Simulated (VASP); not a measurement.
Write the native input for VASP 6.6.1 that does the following.

| Property | Result |
| --- | --- |
| Task | single point |
| Functional | PBE |
| Potentials or basis | VASP PAW PBE potentials, release 64 (Ga_d, As) |
| Cutoff | 520 eV |
| k mesh | 11 × 11 × 11 |
| Occupations | fermi-dirac, width 0.05 eV |
| Spin | non-collinear spin, zero start, spin-orbit coupling |
| Starting moments | [[0.0, 0.0, 0.0], [0.0, 0.0, 0.0]] μB |
| Dipole correction | no |
| Further INCAR settings | ALGO = Normal; EDIFF = 1e-07; NBANDS = 30 |

The structure of GaAs lies in POSCAR:

```
GaAs
1.0
    0.0000000000      2.8268500000      2.8268500000
    2.8268500000      0.0000000000      2.8268500000
    2.8268500000      2.8268500000      0.0000000000
Ga As
1 1
Direct
    0.0000000000      0.0000000000      0.0000000000
    0.7500000000      0.7500000000      0.7500000000
```

One way to write it, as run:

INCAR

```
SYSTEM = GaAs
  ALGO = Normal
  EDIFF = 1E-7
  ENCUT = 520
  GGA = PE
  GGA_COMPAT = .False.
  ISIF = 2
  ISMEAR = -1
  LASPH = .True.
  LCHARG = .True.
  LNONCOLLINEAR = .True.
  LORBIT = 11
  LORBMOM = .True.
  LREAL = .False.
  LSORBIT = .True.
  LVHAR = .True.
  LWAVE = .False.
  MAGMOM = 0 0 0 0 0 0
  NBANDS = 30
  NELM = 150
  PREC = Accurate
  SIGMA = 0.05
```

KPOINTS

```
k-points
0
Gamma
  11 11 11
  0 0 0
```

Potentials or basis: VASP PAW PBE potentials, release 64 (Ga_d, As).

Launch:

```sh
$ cat potpaw_PBE.64/Ga_d/POTCAR potpaw_PBE.64/As/POTCAR > POTCAR
$ mpirun -np 1 vasp_ncl > vasp.out
```

It gave:

```json
{"Pressure": "3.5 GPa", "Net moment": "0.00 μB per cell", "Valence electrons inside the program's atomic spheres": "Ga 11.68; As 2.84"}
```

Caveat: the cell stands under pressure.

Wall time 7.9 min on 1 thread of Intel Xeon 8259CL, on a shared host, peak memory 0.39 GiB.
